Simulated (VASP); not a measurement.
Here is a VASP 6.6.1 calculation.

File INCAR:

```
PREC = Accurate ; ENCUT = 520
EDIFF = 1E-7 ; ISMEAR = -1
SIGMA = 0.05 ; LREAL = F
LASPH = T ; NELM = 100
ALGO = Normal ; ISIF = 2
LWAVE = F ; LCHARG = T
GGA = PE ; LELF = T
LVHAR = T ; NBANDS = 26
```

The input KPOINTS:

```
regular mesh
0
Gamma
  5 5 5
```

POSCAR

```
K3Pd
1.0
    5.4450130000      0.0000000000      0.0000000000
    0.0000000000      5.4450130000      0.0000000000
    0.0000000000      0.0000000000      5.4450130000
Pd K
1 3
Direct
    0.0000000000      0.0000000000      0.0000000000
    0.0000000000      0.5000000000      0.5000000000
    0.5000000000      0.0000000000      0.5000000000
    0.5000000000      0.5000000000      0.0000000000
```

Potentials or basis: VASP PAW PBE potentials, release 64 (Pd, K_sv).

Command:

```sh
$ cat potpaw_PBE.64/Pd/POTCAR potpaw_PBE.64/K_sv/POTCAR > POTCAR
$ mpirun -np 1 vasp_std > vasp.out
```

Problem. What does it give for the pressure?

Solution. 0.0 GPa.
